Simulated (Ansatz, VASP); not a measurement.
One calculation of Ge4H, two programs

```
CELL_PARAMETERS angstrom
4.03036 0.00000 0.00000
0.00000 4.03036 0.00000
0.00000 0.00000 21.64166
ATOMIC_POSITIONS crystal
Ge 0.00000 0.50000 0.18483
Ge 0.00000 0.00000 0.25067
Ge 0.50000 0.00000 0.31966
Ge 0.50000 0.50000 0.38544
H 0.62500 0.00000 0.50096
```

Alike in both runs: task single point; functional PBE; dispersion D3(BJ); k mesh 7 × 7 × 1; occupations gaussian, width 0.1 eV; no spin polarisation.

```csv
,VASP,Ansatz
version,VASP 6.6.1,Ansatz 0.2.0
potentials or method,"VASP PAW PBE potentials, release 64 (Ge_d, H), cutoff 520 eV","scalar-relativistic, plane waves, PAW"
valence electrons in the cell,57,57
```

|  | VASP | Ansatz | Ansatz less VASP |
| --- | --- | --- | --- |
| gap on the k mesh at the Fermi level (eV) | none | none | - |
| rms of the force components (eV/Å) | 0.297 | 0.297 | -0.0004 |

Atom by atom the forces differ by 0.001 eV/Å (rms over components). A gap of «none» marks a metal or a gap that the smearing closes. Ansatz's warnings: xc potential rough in thin density.
